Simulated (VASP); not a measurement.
Here is a VASP 6.6.1 calculation.

The input POSCAR:

```
CdSe
1.0
    0.0000000000      3.0678017004      3.0678017004
    3.0678017004      0.0000000000      3.0678017004
    3.0678017004      3.0678017004      0.0000000000
Cd Se
1 1
Direct
    0.0000000000      0.0000000000      0.0000000000
    0.7500000000      0.7500000000      0.7500000000
```

Contents of INCAR.step1:

```
PREC = Accurate
ENCUT = 520
EDIFF = 1E-5
ISMEAR = -1
SIGMA = 0.05
LREAL = False
LASPH = True
NELM = 80
ALGO = Normal
ISIF = 2
LWAVE = True
GGA = PE
NBANDS = 16
```

The input INCAR.step2:

```
PREC = Accurate
ENCUT = 520
EDIFF = 1E-7
ISMEAR = -1
SIGMA = 0.05
LREAL = False
LASPH = True
NELM = 80
ALGO = Normal
ISIF = 2
LWAVE = False
LCHARG = True
GGA = PE
LHFCALC = True
HFSCREEN = 0.2079
PRECFOCK = Normal
LELF = True
LVHAR = True
ISTART = 1
NBANDS = 16
```

File KPOINTS:

```
regular mesh
0
Gamma
  4 4 4
```

Potentials or basis: VASP PAW PBE potentials, release 64 (Cd, Se).

Launch:

```sh
$ cat potpaw_PBE.64/Cd/POTCAR potpaw_PBE.64/Se/POTCAR > POTCAR
$ cp INCAR.step1 INCAR
$ mpirun -np 1 vasp_std > vasp.out
$ cp INCAR.step2 INCAR
$ mpirun -np 1 vasp_std > vasp.out
```

Problem. Estimate the band gap on the k mesh.

Solution. 1.50 eV, direct.

Problem. Estimate the pressure.

Solution. 0.5 GPa.

Caveat: the k points lie up to 0.44 Å⁻¹ apart; the PAW data sets were made with another functional, which shifts forces and pressure a little.
